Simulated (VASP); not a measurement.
Runs of VASP 6.6.1 on Mo. The structure is that of space group P6/mmm (No. 191), or close to it. The cells are those of the table. This isn't the form of Mo at room conditions, which is bcc.

```csv
cell,gap on the mesh (eV),pressure (GPa)
"a = 2.667, b = 2.667, c = 2.555 Å, angles 90.0, 90.0, 120.0°, 1 atom",none,5.0
"a = 2.530, b = 2.530, c = 2.555 Å, angles 90.0, 90.0, 120.0°, 1 atom",none,(b)
"a = 2.599, b = 2.599, c = 2.555 Å, angles 90.0, 90.0, 120.0°, 1 atom",none,20.6
"a = 2.975, b = 2.975, c = 2.555 Å, angles 90.0, 90.0, 120.0°, 1 atom",none,-30.2
"a = 2.872, b = 2.872, c = 2.555 Å, angles 90.0, 90.0, 120.0°, 1 atom",none,-23.3
"a = 3.009, b = 3.009, c = 2.555 Å, angles 90.0, 90.0, 120.0°, 1 atom",none,-31.8
"a = 2.462, b = 2.462, c = 2.555 Å, angles 90.0, 90.0, 120.0°, 1 atom",none,65.6
"a = 2.941, b = 2.941, c = 2.555 Å, angles 90.0, 90.0, 120.0°, 1 atom",none,(a)
"a = 2.804, b = 2.804, c = 2.555 Å, angles 90.0, 90.0, 120.0°, 1 atom",none,-16.4
```

Alike in all rows: task single point; level LDA; potentials or basis VASP PAW LDA potentials, release 64 (Mo_sv); no spin polarisation; k mesh 18 × 18 × 18; cutoff (eV) 520; smearing gaussian 0.15 eV.

Q: Estimate the missing entries.

A: (a) -28.3; (b) 40.4.

Caveats: the cell stands under tension (at least some runs); the stress differs along the axes, from -7 to 11 GPa (at least some runs); the stress differs along the axes, from 10 to 56 GPa (at least some runs); the stress differs along the axes, from -1 to 31 GPa (at least some runs); the stress differs along the axes, from 26 to 85 GPa (at least some runs).

A k mesh can miss the band edges, and the runs leave out spin-orbit coupling on Mo.

A gap of «none» marks levels without a gap at the run's occupations.
